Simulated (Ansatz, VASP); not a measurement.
## One calculation of BaS, two programs

Contents of INCAR:

```
PREC = Accurate
ENCUT = 600
EDIFF = 1E-7
ISMEAR = -1
SIGMA = 0.05
LREAL = False
LASPH = True
NELM = 100
ALGO = Normal
ISIF = 3
LWAVE = False
LCHARG = False
GGA = CA
IBRION = 2
NSW = 60
EDIFFG = -0.01
```

The input KPOINTS:

```
regular mesh
0
Gamma
  7 7 7
```

The input POSCAR:

```
BaS
1.0
    0.0000000000      3.1937500000      3.1937500000
    3.1937500000      0.0000000000      3.1937500000
    3.1937500000      3.1937500000      0.0000000000
Ba S
1 1
Direct
    0.0000000000      0.0000000000      0.0000000000
    0.5000000000      0.5000000000      0.5000000000
```

Contents of input.yaml:

```yaml
crystal:
  lattice:
    - [0.0, 3.19375, 3.19375]
    - [3.19375, 0.0, 3.19375]
    - [3.19375, 3.19375, 0.0]
  atoms:
    - { symbol: Ba, position: [0.0, 0.0, 0.0] }
    - { symbol: S, position: [0.5, 0.5, 0.5] }
hamiltonian:
  xc: lda
  pseudopotentials: { kind: paw }
kpoints:
  mp_grid: { grid: [7, 7, 7] }
scf:
  occupations: { method: fermi_dirac, width: 0.05 }
output:
  forces: true
  stress: true
relax:
  f_tol: 0.01
  max_steps: 40
  cell: { stress_tol: 0.05 }
```

Alike in both runs: task relaxation of cell and atoms; functional LDA; k mesh 7 × 7 × 7; occupations fermi-dirac, width 0.05 eV; no spin polarisation.

|  | VASP | Ansatz |
| --- | --- | --- |
| version | VASP 6.6.1 | Ansatz 0.2.0 |
| potentials or method | VASP PAW LDA potentials, release 64 (Ba_sv, S) | Ansatz PAW |
| plane-wave cutoff (eV) | 600 | 420 |
| valence electrons in the cell | 16 | 16 |

Ansatz gave:

| Item | Value |
| --- | --- |
| relaxed volume (Å³/atom) | 30.83 |
| relaxed length of the cell vector where the two differ most in proportion (Å) | 4.435 |

Problem. What did VASP give for the same quantities?

Solution. Relaxed volume (Å³/atom): 31.31; relaxed length of the cell vector where the two differ most in proportion (Å): 4.457.

LDA's correlation is that of Perdew and Zunger in VASP and of Perdew and Wang (1992) in Ansatz.

Neither program's run includes spin-orbit coupling. Noted on Ansatz's run: odd divisions of the mesh miss points on the zone boundary, where band edges often lie, so the gap on the mesh can be too wide; the plane-wave basis is chosen anew once the cell has moved, so the energies of steps on either side of that aren't comparable.
